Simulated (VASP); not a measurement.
# BaZrO3 (Pm-3m) in VASP: further runs

BaZrO3 is run at these levels: r2SCAN; tasks: single point.

All numbers are computed with VASP 6.6.1; they aren't measurements. Logs are shortened: lines on timing, memory, paths and dates and some standing lists are left out, and cuts for length are marked.

**1. The cell of the first run**

The structure is cubic, space group Pm-3m (No. 221). The conventional cell has a = 4.205 Å, b = 4.205 Å, c = 4.205 Å, α = 90.00°, β = 90.00°, γ = 90.00°. Within 3.9 Å of Ba (site symmetry m-3m) lie 12 O at 2.97 Å and 8 Zr at 3.64 Å. Zr (site symmetry m-3m) has 6 O at 2.10 Å within 2.8 Å. O (site symmetry 4/mmm) has 2 Zr at 2.10 Å within 2.8 Å.

**2. Single point, r2SCAN**

Contents of POSCAR:

```
BaZrO3
1.0
    4.2049109311      0.0000000000      0.0000000000
    0.0000000000      4.2049109311      0.0000000000
    0.0000000000      0.0000000000      4.2049109311
Ba Zr O
1 1 3
Direct
    0.0000000000      0.0000000000      0.0000000000
    0.5000000000      0.5000000000      0.5000000000
    0.0000000000      0.5000000000      0.5000000000
    0.5000000000      0.0000000000      0.5000000000
    0.5000000000      0.5000000000      0.0000000000
```

Contents of INCAR.step1:

```
PREC = Accurate
ENCUT = 520
ISMEAR = -1
SIGMA = 0.02
LREAL = False
LASPH = True
NELM = 60
NBANDS = 28
GGA = PE
ALGO = Normal
EDIFF = 1E-4
LWAVE = True
LCHARG = False
```

Contents of INCAR.step2:

```
PREC = Accurate
ENCUT = 520
EDIFF = 1E-7
ISMEAR = -1
SIGMA = 0.02
LREAL = False
LASPH = True
NELM = 60
ALGO = Normal
ISIF = 2
LWAVE = False
LCHARG = False
METAGGA = R2SCAN
LMIXTAU = True
NBANDS = 28
ISTART = 1
```

Contents of KPOINTS:

```
Automatic mesh
0
Gamma
  6 6 6
```

Potentials or basis: VASP PAW PBE potentials, release 64 (Ba_sv, Zr_sv, O).

The run is started by

```
cat potpaw_PBE.64/Ba_sv/POTCAR potpaw_PBE.64/Zr_sv/POTCAR potpaw_PBE.64/O/POTCAR > POTCAR
cp INCAR.step1 INCAR
mpirun -np 1 vasp_std > vasp.out
cp INCAR.step2 INCAR
mpirun -np 1 vasp_std > vasp.out
```

OUTCAR:

```text
PREC = Accurate
   ENCUT = 520
   EDIFF = 1E-7
   ISMEAR = -1
   LREAL = False
   LASPH = True
   NELM = 60
   ISIF = 2
   METAGGA = R2SCAN
   ISTART = 1

 ion  position               nearest neighbor table
   1  0.000  0.000  0.000-   3 2.97   4 2.97   5 2.97   3 2.97   4 2.97   3 2.97   5 2.97   3 2.97
                             4 2.97   5 2.97   4 2.97   5 2.97   2 3.64   2 3.64   2 3.64   2 3.64
   2  0.500  0.500  0.500-   3 2.10   4 2.10   5 2.10   5 2.10   4 2.10   3 2.10   1 3.64   1 3.64
                             1 3.64   1 3.64   1 3.64   1 3.64   1 3.64   1 3.64
   3  0.000  0.500  0.500-   2 2.10   2 2.10   1 2.97   1 2.97   1 2.97   1 2.97
   4  0.500  0.000  0.500-   2 2.10   2 2.10   1 2.97   1 2.97   1 2.97   1 2.97
   5  0.500  0.500  0.000-   2 2.10   2 2.10   1 2.97   1 2.97   1 2.97   1 2.97

  LATTYP: Found a simple cubic cell.
 ALAT       =     4.2049109311

  Lattice vectors:

 A1 = (   4.2049109311,   0.0000000000,   0.0000000000)
 A2 = (   0.0000000000,   4.2049109311,   0.0000000000)
 A3 = (   0.0000000000,   0.0000000000,   4.2049109311)

Analysis of symmetry for initial positions (statically):
=====================================================================
 Subroutine PRICEL returns:
 Original cell was already a primitive cell.

 Routine SETGRP: Setting up the symmetry group for a
 simple cubic supercell.

 Subroutine GETGRP returns: Found 48 space group operations
 (whereof 48 operations were pure point group operations)
 out of a pool of 48 trial point group operations.

The static configuration has the point symmetry O_h .

Analysis of symmetry for dynamics (positions and initial velocities):
=====================================================================
 Subroutine PRICEL returns:
 Original cell was already a primitive cell.

 Routine SETGRP: Setting up the symmetry group for a
 simple cubic supercell.

 Subroutine GETGRP returns: Found 48 space group operations
 (whereof 48 operations were pure point group operations)
 out of a pool of 48 trial point group operations.

The dynamic configuration has the point symmetry O_h .

 Subroutine INISYM returns: Found 48 space group operations
 (whereof 48 operations are pure point group operations),
 and found     1 'primitive' translations

----------------------------------------------------------------------------------------

                                     Primitive cell

  volume of cell :      74.3482

  direct lattice vectors                    reciprocal lattice vectors
     4.204910931  0.000000000  0.000000000     0.237817166  0.000000000  0.000000000
     0.000000000  4.204910931  0.000000000     0.000000000  0.237817166  0.000000000
     0.000000000  0.000000000  4.204910931     0.000000000  0.000000000  0.237817166

  length of vectors
     4.204910931  4.204910931  4.204910931     0.237817166  0.237817166  0.237817166

  position of ions in fractional coordinates (direct lattice)
     0.000000000  0.000000000  0.000000000
     0.500000000  0.500000000  0.500000000
     0.000000000  0.500000000  0.500000000
     0.500000000  0.000000000  0.500000000
     0.500000000  0.500000000  0.000000000

  ion indices of the primitive-cell ions
   primitive index   ion index
                 1           1
                 2           2
                 3           3
                 4           4
                 5           5

----------------------------------------------------------------------------------------

 KPOINTS: Automatic mesh

Automatic generation of k-mesh.
 Grid dimensions read from file:
 generate k-points for:    6    6    6

 Generating k-lattice:

  Cartesian coordinates                     Fractional coordinates (reciprocal lattice)
     0.039636194  0.000000000  0.000000000     0.166666667  0.000000000  0.000000000
     0.000000000  0.039636194  0.000000000     0.000000000  0.166666667  0.000000000
     0.000000000  0.000000000  0.039636194     0.000000000  0.000000000  0.166666667

  Length of vectors
     0.039636194  0.039636194  0.039636194

  Shift w.r.t. Gamma in fractional coordinates (k-lattice)
     0.000000000  0.000000000  0.000000000

 Subroutine IBZKPT returns following result:
 ===========================================

 Found     20 irreducible k-points:

 Following reciprocal coordinates:
            Coordinates               Weight
  0.000000  0.000000  0.000000      1.000000
  0.166667  0.000000  0.000000      6.000000
  0.333333  0.000000  0.000000      6.000000
  0.500000  0.000000  0.000000      3.000000
  0.166667  0.166667  0.000000     12.000000
  0.333333  0.166667  0.000000     24.000000
[... 12 lines left out ...]
  0.500000  0.500000  0.333333      6.000000
  0.500000  0.500000  0.500000      1.000000
   k-points           NKPTS =     20   k-points in BZ     NKDIM =     20   number of bands    NBANDS=     28
   number of dos      NEDOS =    301   number of ions     NIONS =      5
   total plane-waves  NPLWV =  32768
   dimension x,y,z NGX =    32 NGY =   32 NGZ =   32
   dimension x,y,z NGXF=    64 NGYF=   64 NGZF=   64
   ions per type =               1   1   3
   NGX,Y,Z   is equivalent  to a cutoff of  12.65, 12.65, 12.65 a.u.
   NGXF,Y,Z  is equivalent  to a cutoff of  25.30, 25.30, 25.30 a.u.
 SYSTEM =  unknown system
   PREC   = accura    normal or accurate (medium, high low for compatibility)
   ISTART =      1    job   : 0-new  1-cont  2-samecut
   ICHARG =      0    charge: 1-file 2-atom 10-const
   ISPIN  =      1    spin polarized calculation?
   LNONCOLLINEAR =      F non collinear calculations
   LSORBIT =      F    spin-orbit coupling
   LASPH  =      T    aspherical Exc in radial PAW
   ENCUT  =  520.0 eV  38.22 Ry    6.18 a.u.   7.82  7.82  7.82*2*pi/ulx,y,z
   NELM   =     60;   NELMIN=  2; NELMDL=  0     # of ELM steps
   EDIFF  = 0.1E-06   stopping-criterion for ELM
   LREAL  =      F    real-space projection
   EDIFFG = 0.1E-05   stopping-criterion for IOM
   NSW    =      0    number of steps for IOM
   IBRION =     -1    ionic relax: 0-MD 1-quasi-New 2-CG
   NFREE  =      0    steps in history (QN), initial steepest desc. (CG)
   ISIF   =      2    stress and relaxation
   ISYM   =      2    0-nonsym 1-usesym 2-fastsym
   POTIM  = 0.5000    time-step for ionic-motion
   TEBEG  =    0.0;   TEEND  =   0.0 temperature during run
   PSTRESS=    0.0 pullay stress
   NELECT =      40.0000    total number of electrons
   NUPDOWN=      -1.0000    fix difference up-down
   EMIN   =  10.00;   EMAX   =-10.00  energy-range for DOS
   EFERMI =   0.00;   METHOD = LEGACY
   ISMEAR =    -1;   SIGMA  =   0.02  broadening in eV -4-tet -1-fermi 0-gaus
   EFERMI_NEDOS =   21; number of points for ismear=-14 and -15
   IALGO  =     38    algorithm
   IMIX   =      4    mixing-type and parameters
     AMIX     =   0.40;   BMIX     =  1.00
     AMIX_MAG =   1.60;   BMIX_MAG =  1.00
  volume/ion in A,a.u.               =      14.87       100.35
  Fermi-wavevector in a.u.,A,eV,Ry     =   1.331490  2.516152 24.121314  1.772867
  Thomas-Fermi vector in A             =   2.460497
   LORBIT       =      0    0 simple, 1 ext, 2 COOP (PROOUT), +10 PAW based schemes
   METAGGA = R2SCAN    functional components
   LHFCALC =     F    Hartree Fock is set to
   AEXX    =    0.0000 exact exchange contribution
   IVDW    =     0    specifies the selected vdW correction
   LEPSILON=     F    determine dielectric tensor
   LRPA    =     F    only Hartree local field effects (RPA)
 non-spin polarized calculation
  energy-cutoff  :      520.00
  volume of cell :       74.35
 maximum number of plane-waves:      2016
 NGX is ok and might be reduce to    32
   NGX = 15   NGY = 15   NGZ = 15

 number of electron      39.9999994 magnetization

 Free energy of the ion-electron system (eV)
  ---------------------------------------------------
  ext. energy  EPLUGINS =         0.00000000
  ---------------------------------------------------
  free energy    TOTEN  =       -85.10544497 eV

  energy without entropy =      -85.10544497  energy(sigma->0) =      -85.10544497

 E-fermi :   3.9509     XC(G=0): -11.3380

 val. band max:        3.4161699772   @ k =   0.5000   0.5000   0.5000
 cond. band min:       7.0952744828   @ k =   0.0000   0.0000   0.0000
 fundamental gap:      3.6791045056
 Fermi energy:         3.9509478231

 k-point     1 :       0.0000    0.0000    0.0000
  band No.  band energies     occupation
      1     -45.1573      2.00000
      2     -22.6119      2.00000
      3     -22.5873      2.00000
      4     -22.5873      2.00000
      5     -22.5873      2.00000
      6     -13.9101      2.00000
[... 20 lines left out ...]
     27      11.2868      0.00000
     28      11.2868      0.00000

 k-point     2 :       0.1667    0.0000    0.0000
  band No.  band energies     occupation
      1     -45.1564      2.00000
      2     -22.7479      2.00000
      3     -22.5856      2.00000
      4     -22.5856      2.00000
      5     -22.5063      2.00000
      6     -13.9137      2.00000
[... 20 lines left out ...]
     27      11.2882      0.00000
     28      12.1737      0.00000

 k-point     3 :       0.3333    0.0000    0.0000
  band No.  band energies     occupation
      1     -45.1546      2.00000
      2     -22.9069      2.00000
      3     -22.5822      2.00000
      4     -22.5822      2.00000
      5     -22.4513      2.00000
      6     -14.0098      2.00000
[... 20 lines left out ...]
     27      11.6107      0.00000
     28      11.9583      0.00000

 k-point     4 :       0.5000    0.0000    0.0000
  band No.  band energies     occupation
      1     -45.1537      2.00000
      2     -22.9763      2.00000
      3     -22.5806      2.00000
      4     -22.5806      2.00000
      5     -22.4309      2.00000
      6     -14.0642      2.00000
[... 454 lines left out ...]
     27      12.2145      0.00000
     28      12.9048      0.00000

 k-point    19 :       0.5000    0.5000    0.3333
  band No.  band energies     occupation
      1     -45.1475      2.00000
      2     -22.8481      2.00000
      3     -22.8481      2.00000
      4     -22.7810      2.00000
      5     -22.4912      2.00000
      6     -12.9863      2.00000
[... 20 lines left out ...]
     27      12.4790      0.00000
     28      13.2179      0.00000

 k-point    20 :       0.5000    0.5000    0.5000
  band No.  band energies     occupation
      1     -45.1466      2.00000
      2     -22.8458      2.00000
      3     -22.8458      2.00000
      4     -22.8458      2.00000
      5     -22.4824      2.00000
      6     -12.7029      2.00000
[... 20 lines left out ...]
     27      13.0956      0.00000
     28      13.0956      0.00000

------------------------ aborting loop because EDIFF is reached ----------------------------------------

  FORCE on cell =-STRESS in cart. coord.  units (eV):
  Direction    XX          YY          ZZ          XY          YZ          ZX
  --------------------------------------------------------------------------------------
  -------------------------------------------------------------------------------------
  Total        0.4884982      0.4884982      0.4884982      0.0000000     -0.0000000     -0.0000000
  in kB       10.5269652     10.5269652     10.5269652      0.0000000     -0.0000000     -0.0000000
  external PRESSURE =      10.5269652 kB  Pullay stress =       0.0000000 kB

 VOLUME and BASIS-vectors are now :
 -----------------------------------------------------------------------------
  energy-cutoff  :      520.00
  volume of cell :       74.35
      direct lattice vectors                 reciprocal lattice vectors
     4.204910931  0.000000000  0.000000000     0.237817166  0.000000000  0.000000000
     0.000000000  4.204910931  0.000000000     0.000000000  0.237817166  0.000000000
     0.000000000  0.000000000  4.204910931     0.000000000  0.000000000  0.237817166

 POSITION                                       TOTAL-FORCE (eV/Angst)
 -----------------------------------------------------------------------------------
      0.00000      0.00000      0.00000         0.000000      0.000000      0.000000
      2.10246      2.10246      2.10246         0.000000      0.000000      0.000000
      0.00000      2.10246      2.10246         0.000000      0.000000      0.000000
      2.10246      0.00000      2.10246         0.000000      0.000000      0.000000
      2.10246      2.10246      0.00000         0.000000      0.000000      0.000000
 -----------------------------------------------------------------------------------
    total drift:                                0.000000     -0.000000     -0.000000

  FREE ENERGIE OF THE ION-ELECTRON SYSTEM (eV)
  ---------------------------------------------------
  free  energy   TOTEN  =       -85.1054449716 eV

  energy  without entropy=      -85.1054449716  energy(sigma->0) =      -85.10544497
```

Wall time 91 s (1 thread of Intel Xeon Platinum 8259CL at 2.50GHz (Skylake/Cascade Lake), shared host); peak memory 0.21 GiB.

What came out:

```
Free energy            : -85.1054 eV
Pressure               : 1.1 GPa
Band gap on the k mesh : 3.68 eV (least direct gap 3.93 eV)
```

Caveat: the PAW data sets were made with another functional, which shifts forces and pressure a little; spin-orbit coupling is left out, which moves the levels of the heavy elements. A k mesh can miss the band edges.

(Part 1 of 3 ends here.)
